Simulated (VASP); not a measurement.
# BN (Cc) in VASP: single point with LDA

Aim: the single point of BN with LDA.

Everything below comes from runs of VASP 6.6.1. Logs are shortened: lines on timing, memory, paths and dates and some standing lists are left out, and cuts for length are marked.

## 1. The cell of the first run

The structure is monoclinic, space group Cc (No. 9). Conventional cell: a = 3.288 Å, b = 9.431 Å, c = 4.349 Å, α = 90.00°, β = 105.92°, γ = 90.00°. Within 1.9 Å of B (site symmetry 1) lie 3 N at 1.45 to 1.47 Å. Within 1.9 Å of B (site symmetry 1) lie 3 N at 1.44 to 1.49 Å. Within 1.9 Å of N (site symmetry 1) lie 3 B at 1.44 to 1.49 Å. Within 1.9 Å of N (site symmetry 1) lie 3 B at 1.45 to 1.47 Å.

## 2. Single point, LDA

File INCAR:

```
SYSTEM = BN
  ALGO = Normal
  EDIFF = 1E-6
  ENCUT = 520
  GGA = CA
  ISIF = 2
  ISMEAR = 0
  LASPH = .TRUE.
  LCHARG = .TRUE.
  LELF = .TRUE.
  LREAL = .FALSE.
  LVHAR = .TRUE.
  LWAVE = .FALSE.
  NBANDS = 26
  NELM = 100
  PREC = Accurate
  SIGMA = 0.01
```

File KPOINTS:

```
k-points
0
G
  8 8 6
  0 0 0
```

File POSCAR:

```
BN
1.0
    1.6438210000     -4.7155350000      0.0000000000
    1.6438210000      4.7155350000      0.0000000000
   -1.1929310000      0.0000000000      4.1817430000
B N
4 4
Direct
    0.4344000000      0.5664270000      0.0002040000
    0.5664270000      0.4344000000      0.5002040000
    0.1769990000      0.5642020000      0.4918210000
    0.5642020000      0.1769990000      0.9918210000
    0.3857400000      0.7783390000      0.8407830000
    0.7783390000      0.3857400000      0.3407830000
    0.3799060000      0.5117870000      0.3210930000
    0.5117870000      0.3799060000      0.8210930000
```

Potentials or basis: VASP PAW LDA potentials, release 64 (B, N).

The run is started by

```sh
> cat potpaw_LDA.64/B/POTCAR potpaw_LDA.64/N/POTCAR > POTCAR
> mpirun -np 1 vasp_std > vasp.out
```

OUTCAR:

```text
SYSTEM = BN
   EDIFF = 1E-6
   ENCUT = 520
   GGA = CA
   ISIF = 2
   ISMEAR = 0
   LASPH = .TRUE.
   LREAL = .FALSE.
   NELM = 100
   PREC = Accurate

 ion  position               nearest neighbor table
   1  0.434  0.566  0.000-   8 1.45   7 1.45   5 1.47
   2  0.566  0.434  0.500-   7 1.45   8 1.45   6 1.47
   3  0.177  0.564  0.492-   6 1.44   7 1.47   5 1.49
   4  0.564  0.177  0.992-   5 1.44   8 1.47   6 1.49
   5  0.386  0.778  0.841-   4 1.44   1 1.47   3 1.49
   6  0.778  0.386  0.341-   3 1.44   2 1.47   4 1.49
   7  0.380  0.512  0.321-   2 1.45   1 1.45   3 1.47
   8  0.512  0.380  0.821-   1 1.45   2 1.45   4 1.47

  LATTYP: Found a base centered monoclinic cell.
 ALAT       =     3.2876420000
 B/A-ratio  =     2.8686426320
 C/A-ratio  =     1.3227017273
 COS(beta)  =    -0.2743272083

  Lattice vectors:

 A1 = (   1.6438210000,  -4.7155350000,   0.0000000000)
 A2 = (   1.6438210000,   4.7155350000,   0.0000000000)
 A3 = (  -1.1929310000,   0.0000000000,   4.1817430000)

Analysis of symmetry for initial positions (statically):
=====================================================================
 Subroutine PRICEL returns:
 Original cell was already a primitive cell.

 Routine SETGRP: Setting up the symmetry group for a
 base centered monoclinic supercell.

 Subroutine GETGRP returns: Found  2 space group operations
 (whereof  1 operations were pure point group operations)
 out of a pool of  4 trial point group operations.

The static configuration has the point symmetry C_1 .
 The point group associated with its full space group is C_1h.

Analysis of symmetry for dynamics (positions and initial velocities):
=====================================================================
 Subroutine PRICEL returns:
 Original cell was already a primitive cell.

 Routine SETGRP: Setting up the symmetry group for a
 base centered monoclinic supercell.

 Subroutine GETGRP returns: Found  2 space group operations
 (whereof  1 operations were pure point group operations)
 out of a pool of  4 trial point group operations.

The dynamic configuration has the point symmetry C_1 .
 The point group associated with its full space group is C_1h.

 Subroutine INISYM returns: Found  2 space group operations
 (whereof  1 operations are pure point group operations),
 and found     1 'primitive' translations

----------------------------------------------------------------------------------------

                                     Primitive cell

  volume of cell :      64.8295

  direct lattice vectors                    reciprocal lattice vectors
     1.643821000 -4.715535000  0.000000000     0.304169371 -0.106032507  0.086770773
     1.643821000  4.715535000  0.000000000     0.304169371  0.106032507  0.086770773
    -1.192931000  0.000000000  4.181743000     0.000000000  0.000000000  0.239134734

  length of vectors
     4.993837985  4.993837985  4.348569752     0.333603157  0.333603157  0.239134734

  position of ions in fractional coordinates (direct lattice)
     0.434400000  0.566427000  0.000204000
     0.566427000  0.434400000  0.500204000
     0.176999000  0.564202000  0.491821000
     0.564202000  0.176999000  0.991821000
     0.385740000  0.778339000  0.840783000
     0.778339000  0.385740000  0.340783000
     0.379906000  0.511787000  0.321093000
     0.511787000  0.379906000  0.821093000

  ion indices of the primitive-cell ions
   primitive index   ion index
                 1           1
                 2           2
                 3           3
                 4           4
                 5           5
                 6           6
                 7           7
                 8           8

----------------------------------------------------------------------------------------

 KPOINTS: k-points

Automatic generation of k-mesh.
 Grid dimensions read from file:
 generate k-points for:    8    8    6

 Generating k-lattice:

  Cartesian coordinates                     Fractional coordinates (reciprocal lattice)
     0.038021171 -0.013254063  0.010846347     0.125000000  0.000000000 -0.000000000
     0.038021171  0.013254063  0.010846347     0.000000000  0.125000000 -0.000000000
     0.000000000  0.000000000  0.039855789     0.000000000  0.000000000  0.166666667

  Length of vectors
     0.041700395  0.041700395  0.039855789

  Shift w.r.t. Gamma in fractional coordinates (k-lattice)
     0.000000000  0.000000000  0.000000000

 Subroutine IBZKPT returns following result:
 ===========================================

 Found    114 irreducible k-points:

 Following reciprocal coordinates:
            Coordinates               Weight
  0.000000  0.000000  0.000000      1.000000
  0.125000  0.000000 -0.000000      4.000000
  0.250000  0.000000 -0.000000      4.000000
  0.375000  0.000000 -0.000000      4.000000
  0.500000  0.000000 -0.000000      2.000000
  0.125000  0.125000 -0.000000      2.000000
[... 16 lines left out ...]
  0.125000  0.000000  0.166667      4.000000
  0.250000  0.000000  0.166667      4.000000
 [... further k-points ...]
   k-points           NKPTS =    114   k-points in BZ     NKDIM =    114   number of bands    NBANDS=     26
   number of dos      NEDOS =    301   number of ions     NIONS =      8
   total plane-waves  NPLWV =  51200
   dimension x,y,z NGX =    40 NGY =   40 NGZ =   32
   dimension x,y,z NGXF=    80 NGYF=   80 NGZF=   64
   ions per type =               4   4
   NGX,Y,Z   is equivalent  to a cutoff of  13.32, 13.32, 12.23 a.u.
   NGXF,Y,Z  is equivalent  to a cutoff of  26.63, 26.63, 24.47 a.u.
 SYSTEM =  BN
   PREC   = accura    normal or accurate (medium, high low for compatibility)
   ISTART =      0    job   : 0-new  1-cont  2-samecut
   ICHARG =      2    charge: 1-file 2-atom 10-const
   ISPIN  =      1    spin polarized calculation?
   LNONCOLLINEAR =      F non collinear calculations
   LSORBIT =      F    spin-orbit coupling
   LASPH  =      T    aspherical Exc in radial PAW
   ENCUT  =  520.0 eV  38.22 Ry    6.18 a.u.   9.29  9.29  8.09*2*pi/ulx,y,z
   NELM   =    100;   NELMIN=  2; NELMDL= -5     # of ELM steps
   EDIFF  = 0.1E-05   stopping-criterion for ELM
   LREAL  =      F    real-space projection
   EDIFFG = 0.1E-04   stopping-criterion for IOM
   NSW    =      0    number of steps for IOM
   IBRION =     -1    ionic relax: 0-MD 1-quasi-New 2-CG
   NFREE  =      0    steps in history (QN), initial steepest desc. (CG)
   ISIF   =      2    stress and relaxation
   ISYM   =      2    0-nonsym 1-usesym 2-fastsym
   POTIM  = 0.5000    time-step for ionic-motion
   TEBEG  =    0.0;   TEEND  =   0.0 temperature during run
   PSTRESS=    0.0 pullay stress
   NELECT =      32.0000    total number of electrons
   NUPDOWN=      -1.0000    fix difference up-down
   EMIN   =  10.00;   EMAX   =-10.00  energy-range for DOS
   EFERMI =   0.00;   METHOD = LEGACY
   ISMEAR =     0;   SIGMA  =   0.01  broadening in eV -4-tet -1-fermi 0-gaus
   EFERMI_NEDOS =   21; number of points for ismear=-14 and -15
   IALGO  =     38    algorithm
   IMIX   =      4    mixing-type and parameters
     AMIX     =   0.40;   BMIX     =  1.00
     AMIX_MAG =   1.60;   BMIX_MAG =  1.00
  volume/ion in A,a.u.               =       8.10        54.69
  Fermi-wavevector in a.u.,A,eV,Ry     =   1.293800  2.444928 22.775050  1.673919
  Thomas-Fermi vector in A             =   2.425423
   LORBIT       =      0    0 simple, 1 ext, 2 COOP (PROOUT), +10 PAW based schemes
   GGA     = CA    functional components
   LHFCALC =     F    Hartree Fock is set to
   AEXX    =    0.0000 exact exchange contribution
   IVDW    =     0    specifies the selected vdW correction
   LEPSILON=     F    determine dielectric tensor
   LRPA    =     F    only Hartree local field effects (RPA)
 non-spin polarized calculation
 Gauss-broadening in eV      SIGMA  =   0.01
  energy-cutoff  :      520.00
  volume of cell :       64.83
 maximum number of plane-waves:      1763
 NGX is ok and might be reduce to    40
   NGX = 19   NGY = 19   NGZ = 17

 number of electron      32.0000003 magnetization

 Free energy of the ion-electron system (eV)
  ---------------------------------------------------
  ext. energy  EPLUGINS =         0.00000000
  ---------------------------------------------------
  free energy    TOTEN  =       -75.64566498 eV

  energy without entropy =      -75.64566498  energy(sigma->0) =      -75.64566498

 E-fermi :   3.5805     XC(G=0): -11.2345

 val. band max:        3.4676297268   @ k =  -0.1250   0.3750   0.1667
 cond. band min:       6.7986642742   @ k =   0.0000   0.0000   0.1667
 fundamental gap:      3.3310345474
 Fermi energy:         3.5804703063

 k-point     1 :       0.0000    0.0000    0.0000
  band No.  band energies     occupation
      1     -14.4955      2.00000
      2     -11.2296      2.00000
      3     -11.2229      2.00000
      4     -11.0909      2.00000
      5      -5.7086      2.00000
      6      -4.4483      2.00000
[... 18 lines left out ...]
     25      15.5704      0.00000
     26      15.6213      0.00000

 k-point     2 :       0.1250    0.0000   -0.0000
  band No.  band energies     occupation
      1     -14.3821      2.00000
      2     -11.4792      2.00000
      3     -11.1443      2.00000
      4     -10.9217      2.00000
      5      -5.6309      2.00000
      6      -4.5222      2.00000
[... 18 lines left out ...]
     25      15.5950      0.00000
     26      15.7164      0.00000

 k-point     3 :       0.2500    0.0000   -0.0000
  band No.  band energies     occupation
      1     -14.0707      2.00000
      2     -11.7374      2.00000
      3     -11.1203      2.00000
      4     -10.7358      2.00000
      5      -5.4531      2.00000
      6      -4.5880      2.00000
[... 18 lines left out ...]
     25      15.7002      0.00000
     26      16.0525      0.00000

 k-point     4 :       0.3750    0.0000   -0.0000
  band No.  band energies     occupation
      1     -13.6691      2.00000
      2     -11.9985      2.00000
      3     -11.0960      2.00000
      4     -10.6479      2.00000
      5      -5.3055      2.00000
      6      -4.6438      2.00000
[... 18 lines left out ...]
     25      15.9118      0.00000
     26      16.2796      0.00000

 k-point     5 :       0.5000    0.0000   -0.0000
  band No.  band energies     occupation
      1     -13.4464      2.00000
      2     -12.1510      2.00000
      3     -11.0847      2.00000
      4     -10.6282      2.00000
      5      -5.2634      2.00000
      6      -4.6719      2.00000
[... 18 lines left out ...]
     25      15.8856      0.00000
     26      16.2893      0.00000

 k-point     6 :       0.1250    0.1250   -0.0000
  band No.  band energies     occupation
      1     -14.1283      2.00000
      2     -11.4378      2.00000
      3     -11.1250      2.00000
      4     -10.9455      2.00000
      5      -5.4993      2.00000
      6      -4.3994      2.00000
[... 427 lines left out ...]
 k-point    21 :       0.5000    0.5000   -0.0000
  band No.  band energies     occupation
      1     -13.5093      2.00000
      2     -13.5081      2.00000
      3     -10.6779      2.00000
      4     -10.6073      2.00000
      5      -4.9609      2.00000
      6      -4.7981      2.00000
[... 18 lines left out ...]
     25      15.7373      0.00000
     26      16.2367      0.00000

 k-point    22 :       0.0000    0.0000    0.1667
  band No.  band energies     occupation
      1     -14.3507      2.00000
      2     -11.5556      2.00000
      3     -11.1891      2.00000
      4     -11.1396      2.00000
      5      -5.2451      2.00000
      6      -4.6958      2.00000
[... 18 lines left out ...]
     25      15.3382      0.00000
     26      15.7548      0.00000

 k-point    23 :       0.1250    0.0000    0.1667
  band No.  band energies     occupation
      1     -14.1772      2.00000
      2     -11.7168      2.00000
      3     -11.3433      2.00000
      4     -10.9432      2.00000
      5      -5.1973      2.00000
      6      -4.7182      2.00000
[... 18 lines left out ...]
     25      15.2081      0.00000
     26      15.6595      0.00000

 k-point    24 :       0.2500    0.0000    0.1667
  band No.  band energies     occupation
      1     -13.8277      2.00000
      2     -11.8881      2.00000
      3     -11.3995      2.00000
      4     -10.8120      2.00000
      5      -5.2236      2.00000
      6      -4.5171      2.00000
[... 18 lines left out ...]
     25      15.1537      0.00000
     26      15.9592      0.00000

 [... further k-points ...]

------------------------ aborting loop because EDIFF is reached ----------------------------------------

  FORCE on cell =-STRESS in cart. coord.  units (eV):
  Direction    XX          YY          ZZ          XY          YZ          ZX
  --------------------------------------------------------------------------------------
  -------------------------------------------------------------------------------------
  Total       -2.5423764     -3.9512516     -3.9708617      0.0000000      0.0000000      0.1820302
  in kB      -62.8315250    -97.6500430    -98.1346807      0.0000000      0.0000000      4.4986389
  external PRESSURE =     -86.2054162 kB  Pullay stress =       0.0000000 kB

 VOLUME and BASIS-vectors are now :
 -----------------------------------------------------------------------------
  energy-cutoff  :      520.00
  volume of cell :       64.83
      direct lattice vectors                 reciprocal lattice vectors
     1.643821000 -4.715535000  0.000000000     0.304169371 -0.106032507  0.086770773
     1.643821000  4.715535000  0.000000000     0.304169371  0.106032507  0.086770773
    -1.192931000  0.000000000  4.181743000     0.000000000  0.000000000  0.239134734

 POSITION                                       TOTAL-FORCE (eV/Angst)
 -----------------------------------------------------------------------------------
      1.64494      0.62258      0.00085        -0.013662     -0.009928     -0.006031
      1.04847     -0.62258      2.09172        -0.013662      0.009928     -0.006031
      0.63169      1.82587      2.05667        -0.007594      0.007296     -0.010044
      0.03523     -1.82587      4.14754        -0.007594     -0.007296     -0.010044
      0.91054      1.85131      3.51594         0.006314     -0.012798     -0.011791
      1.50701     -1.85131      1.42507         0.006314      0.012798     -0.011791
      1.08274      0.62189      1.34273         0.014943     -0.008768      0.027866
      0.48628     -0.62189      3.43360         0.014943      0.008768      0.027866
 -----------------------------------------------------------------------------------
    total drift:                               -0.000298      0.000000     -0.000352

  FREE ENERGIE OF THE ION-ELECTRON SYSTEM (eV)
  ---------------------------------------------------
  free  energy   TOTEN  =       -75.6456649793 eV

  energy  without entropy=      -75.6456649793  energy(sigma->0) =      -75.64566498
```

Run time: 3.2 min. Hardware: 1 thread of AMD EPYC 7R13 (Zen 3), shared host; peak memory 0.24 GiB.

What came out:

```
Free energy            : -75.6457 eV
Pressure               : -8.6 GPa
Largest force          : 0.033 eV/Å
Band gap on the k mesh : 3.33 eV (least direct gap 3.89 eV)
```

Forces on the atoms (eV/Å):
```
B   -0.014 -0.010 -0.006
B   -0.014  0.010 -0.006
B   -0.008  0.007 -0.010
B   -0.008 -0.007 -0.010
N    0.006 -0.013 -0.012
N    0.006  0.013 -0.012
N    0.015 -0.009  0.028
N    0.015  0.009  0.028
```

Caveat: the cell stands under tension.
